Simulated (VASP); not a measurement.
# LiH13O7 in VASP: a series of runs

Runs on LiH13O7. Level: PBE+D3(BJ). Tasks: single point.

All numbers are computed with VASP 6.6.1; they aren't measurements. Logs are shortened: lines on timing, memory, paths and dates and some standing lists are left out, and cuts for length are marked.

## Step 1: The cell of the first run

The cell holds a disordered packing, 21 atoms: a = 6.269 Å, b = 6.269 Å, c = 6.269 Å, α = 90.00°, β = 90.00°, γ = 90.00°.

## Step 2: Single point, PBE+D3(BJ)

INCAR

```
  PREC = Accurate
  ENCUT = 520
  EDIFF = 1E-6
  ISMEAR = -1
  SIGMA = 0.02
  LREAL = Auto
  LASPH = T
  NELM = 80
  ALGO = Normal
  ISIF = 2
  LWAVE = F
  LCHARG = T
  GGA = PE
  IVDW = 12
  LELF = T
  LVHAR = T
  NBANDS = 45
```

KPOINTS

```
regular mesh
0
Gamma
  1 1 1
```

POSCAR

```
LiH13O7
1.0
    6.2692210000      0.0000000000      0.0000000000
    0.0000000000      6.2692210000      0.0000000000
    0.0000000000      0.0000000000      6.2692210000
O H Li
7 13 1
Direct
    0.6355494566      0.2246850127      0.1766407661
    0.0733424456      1.0657304951      0.7573987263
    0.4973185664      0.2320703003      0.6980771614
    0.2638286320      0.6529838396      0.9226026647
    0.2795403129      0.4239282680      0.3922815929
    0.8885633478      0.4409957792      0.6104745709
    0.3556741739      0.8543007177      0.5530830704
    0.5109885263      0.3040250136      0.2400457728
    0.6184500435      0.2368874857      0.0270528029
    0.0520479339      0.9835671768      0.8929179558
    0.1738493507      0.9569131476      0.6717102492
    0.4816068854      0.0844921562      0.6241285799
    0.6299187730      0.2986654961      0.6356132604
    0.4102104552      0.6621875349      0.9897242417
    0.2956667184      0.7342379540      0.7845631858
    0.3019035379      0.5813162433      0.4255393134
    0.3646386050      0.3672864619      0.5189480479
    0.8427681844      0.5860217721      0.5621432073
    0.9640113182      0.3928239250      0.4827234516
    0.3269146199      0.8977351413      0.4013736316
    0.1224235037      0.3626925897      0.7852171745
```

Potentials or basis: VASP PAW PBE potentials, release 64 (O, H, Li_sv).

Command:

```bash
> cat potpaw_PBE.64/O/POTCAR potpaw_PBE.64/H/POTCAR potpaw_PBE.64/Li_sv/POTCAR > POTCAR
> mpirun -np 1 vasp_gam > vasp.out
```

OUTCAR:

```text
PREC = Accurate
   ENCUT = 520
   EDIFF = 1E-6
   ISMEAR = -1
   LREAL = Auto
   LASPH = T
   NELM = 80
   ISIF = 2
   GGA = PE
   IVDW = 12
 IVDW          = 12

 ion  position               nearest neighbor table
   1  0.636  0.225  0.177-   9 0.95   8 1.01
   2  0.073  0.066  0.757-  10 1.00  11 1.07  21 1.90
   3  0.497  0.232  0.698-  13 1.01  12 1.04
   4  0.264  0.653  0.923-  14 1.01  15 1.02  21 2.20
   5  0.280  0.424  0.392-  16 1.02  17 1.02
   6  0.889  0.441  0.610-  19 0.98  18 1.00  21 1.89
   7  0.356  0.854  0.553-  20 1.01
   8  0.511  0.304  0.240-   1 1.01
   9  0.618  0.237  0.027-   1 0.95
  10  0.052  0.984  0.893-   2 1.00
  11  0.174  0.957  0.672-   2 1.07
  12  0.482  0.084  0.624-   3 1.04
  13  0.630  0.299  0.636-   3 1.01
  14  0.410  0.662  0.990-   4 1.01
  15  0.296  0.734  0.785-   4 1.02
  16  0.302  0.581  0.426-   5 1.02
  17  0.365  0.367  0.519-   5 1.02
  18  0.843  0.586  0.562-   6 1.00
  19  0.964  0.393  0.483-   6 0.98
  20  0.327  0.898  0.401-   7 1.01
  21  0.122  0.363  0.785-   6 1.89   2 1.90   4 2.20

  LATTYP: Found a simple cubic cell.
 ALAT       =     6.2692210000

  Lattice vectors:

 A1 = (   6.2692210000,   0.0000000000,   0.0000000000)
 A2 = (   0.0000000000,   6.2692210000,   0.0000000000)
 A3 = (   0.0000000000,   0.0000000000,   6.2692210000)

Analysis of symmetry for initial positions (statically):
=====================================================================
 Subroutine PRICEL returns:
 Original cell was already a primitive cell.

 Routine SETGRP: Setting up the symmetry group for a
 simple cubic supercell.

 Subroutine GETGRP returns: Found  1 space group operations
 (whereof  1 operations were pure point group operations)
 out of a pool of 48 trial point group operations.

The static configuration has the point symmetry C_1 .

Analysis of symmetry for dynamics (positions and initial velocities):
=====================================================================
 Subroutine PRICEL returns:
 Original cell was already a primitive cell.

 Routine SETGRP: Setting up the symmetry group for a
 simple cubic supercell.
[... 117 lines left out ...]
   ENCUT  =  520.0 eV  38.22 Ry    6.18 a.u.  11.66 11.66 11.66*2*pi/ulx,y,z
   NELM   =     80;   NELMIN=  2; NELMDL= -5     # of ELM steps
   EDIFF  = 0.1E-05   stopping-criterion for ELM
   LREAL  =      T    real-space projection
   EDIFFG = 0.1E-04   stopping-criterion for IOM
   NSW    =      0    number of steps for IOM
   IBRION =     -1    ionic relax: 0-MD 1-quasi-New 2-CG
   NFREE  =      0    steps in history (QN), initial steepest desc. (CG)
   ISIF   =      2    stress and relaxation
   ISYM   =      2    0-nonsym 1-usesym 2-fastsym
   POTIM  = 0.5000    time-step for ionic-motion
   TEBEG  =    0.0;   TEEND  =   0.0 temperature during run
   PSTRESS=    0.0 pullay stress
   NELECT =      58.0000    total number of electrons
   NUPDOWN=      -1.0000    fix difference up-down
   EMIN   =  10.00;   EMAX   =-10.00  energy-range for DOS
   EFERMI =   0.00;   METHOD = LEGACY
   ISMEAR =    -1;   SIGMA  =   0.02  broadening in eV -4-tet -1-fermi 0-gaus
   EFERMI_NEDOS =   21; number of points for ismear=-14 and -15
   IALGO  =     38    algorithm
   IMIX   =      4    mixing-type and parameters
     AMIX     =   0.40;   BMIX     =  1.00
     AMIX_MAG =   1.60;   BMIX_MAG =  1.00
  volume/ion in A,a.u.               =      11.73        79.18
  Fermi-wavevector in a.u.,A,eV,Ry     =   1.010812  1.910159 13.901641  1.021742
  Thomas-Fermi vector in A             =   2.143824
   LORBIT       =      0    0 simple, 1 ext, 2 COOP (PROOUT), +10 PAW based schemes
   GGA     = PE    functional components
   LHFCALC =     F    Hartree Fock is set to
   AEXX    =    0.0000 exact exchange contribution
   IVDW    =    12    specifies the selected vdW correction
   LEPSILON=     F    determine dielectric tensor
   LRPA    =     F    only Hartree local field effects (RPA)
 non-spin polarized calculation
  energy-cutoff  :      520.00
  volume of cell :      246.40
 maximum number of plane-waves:      3310
 NGX is ok and might be reduce to    48
   NGX = 23   NGY = 23   NGZ = 23

 number of electron      58.0000002 magnetization

 Free energy of the ion-electron system (eV)
  ---------------------------------------------------
  ext. energy  EPLUGINS =         0.00000000
  ---------------------------------------------------
  free energy    TOTEN  =      -101.42314161 eV

  energy without entropy =     -101.42314161  energy(sigma->0) =     -101.42314161

 E-fermi :  -2.7550     XC(G=0):  -6.2779

 val. band max:       -3.3200903574   @ k =   0.0000   0.0000   0.0000
 cond. band min:       0.5235422508   @ k =   0.0000   0.0000   0.0000
 fundamental gap:      3.8436326082
 Fermi energy:        -2.7550250836

 k-point     1 :       0.0000    0.0000    0.0000
  band No.  band energies     occupation
      1     -46.6846      2.00000
      2     -23.4509      2.00000
      3     -22.3420      2.00000
      4     -22.1687      2.00000
      5     -21.6036      2.00000
      6     -21.5248      2.00000
[... 33 lines left out ...]
     40       6.6834      0.00000
     41       6.9829      0.00000
 [bands above 41 left out]

------------------------ aborting loop because EDIFF is reached ----------------------------------------

 Edisp (eV)   -0.76274

 E8    (eV) :    -0.1786

  FORCE on cell =-STRESS in cart. coord.  units (eV):
  Direction    XX          YY          ZZ          XY          YZ          ZX
  --------------------------------------------------------------------------------------
  -------------------------------------------------------------------------------------
  Total      -3.05189    -4.42144    -2.63154    -1.34696    -0.90047     0.09455
  in kB     -19.84446   -28.74970   -17.11116    -8.75836    -5.85515     0.61482
  external pressure =      -21.90 kB  Pullay stress =        0.00 kB

 VOLUME and BASIS-vectors are now :
 -----------------------------------------------------------------------------
  energy-cutoff  :      520.00
  volume of cell :      246.40
      direct lattice vectors                 reciprocal lattice vectors
     6.269221000  0.000000000  0.000000000     0.159509451  0.000000000  0.000000000
     0.000000000  6.269221000  0.000000000     0.000000000  0.159509451  0.000000000
     0.000000000  0.000000000  6.269221000     0.000000000  0.000000000  0.159509451

 POSITION                                       TOTAL-FORCE (eV/Angst)
 -----------------------------------------------------------------------------------
      3.98440      1.40860      1.10740        -0.326745      0.450930      1.840736
      0.45980      0.41208      4.74830        -0.062360     -1.532045      1.166163
      3.11780      1.45490      4.37640         0.821550     -0.050569     -0.950085
      1.65400      4.09370      5.78400         1.703561      0.425018     -0.398753
      1.75250      2.65770      2.45930         0.494150      1.142851      0.741239
      5.57060      2.76470      3.82720        -0.942631      1.566923     -0.604703
[... 13 lines left out ...]
      2.04950      5.62810      2.51630         0.235513     -0.306048      1.361171
      0.76750      2.27380      4.92270         0.559287      0.030776      0.441724
 -----------------------------------------------------------------------------------
    total drift:                               -0.000679     -0.011017     -0.004882

  FREE ENERGIE OF THE ION-ELECTRON SYSTEM (eV)
  ---------------------------------------------------
  free  energy   TOTEN  =      -102.1858826302 eV

  energy  without entropy=     -102.1858826302  energy(sigma->0) =     -102.18588263
```

OSZICAR:

```text
N       E                     dE             d eps       ncg     rms          rms(c)
DAV:   1     0.495834569152E+03    0.49583E+03   -0.30280E+04    90   0.119E+03
DAV:   2    -0.575655160180E+02   -0.55340E+03   -0.53450E+03   111   0.298E+02
DAV:   3    -0.109358626795E+03   -0.51793E+02   -0.51451E+02   108   0.990E+01
DAV:   4    -0.112365735369E+03   -0.30071E+01   -0.29963E+01   156   0.167E+01
DAV:   5    -0.112480624004E+03   -0.11489E+00   -0.11472E+00   132   0.270E+00    0.195E+01
DAV:   6    -0.101813489634E+03    0.10667E+02   -0.33949E+01   116   0.261E+01    0.730E+00
DAV:   7    -0.101609811094E+03    0.20368E+00   -0.18086E+00   108   0.535E+00    0.474E+00
DAV:   8    -0.101433812399E+03    0.17600E+00   -0.59775E-01   108   0.413E+00    0.111E+00
DAV:   9    -0.101412688098E+03    0.21124E-01   -0.11540E-01   108   0.155E+00    0.362E-01
DAV:  10    -0.101419968854E+03   -0.72808E-02   -0.11481E-02   100   0.489E-01    0.185E-01
DAV:  11    -0.101422744130E+03   -0.27753E-02   -0.20677E-03   100   0.311E-01    0.589E-02
DAV:  12    -0.101423220995E+03   -0.47686E-03   -0.67417E-04   100   0.143E-01    0.379E-02
DAV:  13    -0.101423187474E+03    0.33521E-04   -0.11488E-04   124   0.600E-02    0.187E-02
DAV:  14    -0.101423143483E+03    0.43991E-04   -0.39055E-05   116   0.341E-02    0.714E-03
DAV:  15    -0.101423141776E+03    0.17069E-05   -0.10076E-05   100   0.177E-02    0.470E-03
DAV:  16    -0.101423141609E+03    0.16734E-06   -0.10595E-06    92   0.679E-03
   1 F= -.10218588E+03 E0= -.10218588E+03  d E =-.627990E-12
```

stdout:

```text
POSCAR found type information on POSCAR O H Li
 POSCAR found :  3 types and      21 ions
 scaLAPACK will be used
 LDA part: xc-table for (Slater+PW92), standard interpolation
 POSCAR, INCAR and KPOINTS ok, starting setup
 FFT: planning ... GRIDC
 FFT: planning ... GRID_SOFT
 FFT: planning ... GRID
 WAVECAR not read
 entering main loop
```

It took 28 s on 1 thread of AMD EPYC 7R43 (Zen 3), shared host; peak memory 0.26 GiB.

What came out:

```yaml
Free_energy: -102.1859 eV
Largest_force: 1.926 eV/Å
Dispersion_energy_per_atom: -0.036 eV
```

Forces in eV/Å, atoms in the order of the input:
```
O   -0.327  0.451  1.841
O   -0.062 -1.532  1.166
O    0.822 -0.051 -0.950
O    1.704  0.425 -0.399
O    0.494  1.143  0.741
O   -0.943  1.567 -0.605
O   -0.222  0.277 -1.316
H    0.585 -0.443 -0.536
H   -0.335  0.011 -1.501
H    0.008  0.752 -0.980
H   -0.083  1.089 -0.121
H   -0.189  0.470  0.645
H   -0.441 -0.582  0.687
H   -1.569 -0.389 -0.355
H   -0.245 -0.644  0.433
H   -0.244 -0.580 -0.372
H   -0.323 -0.506 -0.423
H    0.233 -0.800  0.640
H    0.344 -0.382 -0.397
H    0.236 -0.306  1.361
Li   0.559  0.031  0.442
```

Caveat: the k points lie up to 1.00 Å⁻¹ apart; the cutoff is under 1.25 times the usual one of these potentials, so pressure, stress and relaxed cells hold a basis-set (Pulay) error.

## Step 3: Single point, PBE+D3(BJ)

INCAR

```
  ALGO = Normal
  EDIFF = 1E-7
  ENCUT = 520
  GGA = PE
  ISIF = 2
  ISMEAR = -1
  IVDW = 12
  LASPH = T
  LCHARG = F
  LREAL = Auto
  LWAVE = F
  NBANDS = 45
  NELM = 80
  PREC = Accurate
  SIGMA = 0.02
```

KPOINTS

```
k-points
0
Gamma
  1 1 1
```

POSCAR

```
LiH13O7
1.0
    6.2692210000      0.0000000000      0.0000000000
    0.0000000000      6.2692210000      0.0000000000
    0.0000000000      0.0000000000      6.2692210000
O H Li
7 13 1
Direct
    0.6567323117      0.2481488529      0.2206653745
    0.0491129600      1.0898164222      0.7243643189
    0.4891197806      0.2209524915      0.7129434423
    0.2686139155      0.6185617001      0.9157756602
    0.3043599835      0.4585577698      0.4090460362
    0.8546356876      0.4674264953      0.6135371524
    0.3636815483      0.8752443087      0.5478192586
    0.5279124791      0.3195612342      0.2844213021
    0.6071886762      0.1747266526      0.0877461490
    0.0134785486      0.9911279248      0.8329105004
    0.1822076459      1.0271930117      0.6352463887
    0.4419687869      0.0709179019      0.6366819737
    0.6188966699      0.2835759020      0.6521543905
    0.3591195780      0.5470376623      1.0171917691
    0.3485441014      0.7185900768      0.8151570985
    0.3121759466      0.6170623113      0.4502154255
    0.3621662085      0.3808766671      0.5306879435
    0.7846269895      0.5861493796      0.5468143490
    0.9096026444      0.3909576644      0.4790706852
    0.4340252162      0.9202100229      0.4169098521
    0.1449143362      0.3657551712      0.7773693095
```

Potentials or basis: VASP PAW PBE potentials, release 64 (O, H, Li_sv).

Command:

```bash
> cat potpaw_PBE.64/O/POTCAR potpaw_PBE.64/H/POTCAR potpaw_PBE.64/Li_sv/POTCAR > POTCAR
> mpirun -np 1 vasp_gam > vasp.out
```

It took 28 s on 1 thread of AMD EPYC 7R43 (Zen 3), shared host; peak memory 0.26 GiB.

It converged, with:

| Property | Result |
| --- | --- |
| Free energy | -102.0555 eV |
| Largest force | 2.403 eV/Å |
| Dispersion energy per atom | -0.036 eV |

Forces on the atoms (eV/Å):
```
O   -0.704 -0.374 -0.585
O    1.471  0.585 -1.614
O   -0.965 -0.319 -0.049
O   -0.291  0.923 -1.194
O   -0.517  1.338 -0.740
O    0.866 -1.442 -1.717
O   -0.072  0.182  0.097
H    0.432 -0.238 -0.621
H    0.279  0.806  0.872
H   -0.130 -1.014  0.741
H   -1.593 -0.528  0.809
H    0.958  0.667  0.703
H    0.316 -0.265  0.238
H    0.725  0.258  0.274
H   -0.383 -1.071  0.856
H    0.030 -0.789 -0.130
H    0.585 -0.475  0.699
H   -0.307  0.936  0.033
H   -0.565  0.604  1.542
H    0.016 -0.169 -0.184
Li  -0.150  0.386 -0.029
```

Levels at points of the mesh, in eV from the Fermi level:
| k point | band 26 | band 27 | band 28 | band 29 | band 30 | band 31 | band 32 | band 33 |
| --- | --- | --- | --- | --- | --- | --- | --- | --- |
| (0.00, 0.00, 0.00) | -1.21 | -0.99 | -0.67 | -0.53 | 3.57 | 6.72 | 7.20 | 7.47 |

Caveat: the k points lie up to 1.00 Å⁻¹ apart; the cutoff is under 1.25 times the usual one of these potentials, so pressure, stress and relaxed cells hold a basis-set (Pulay) error.
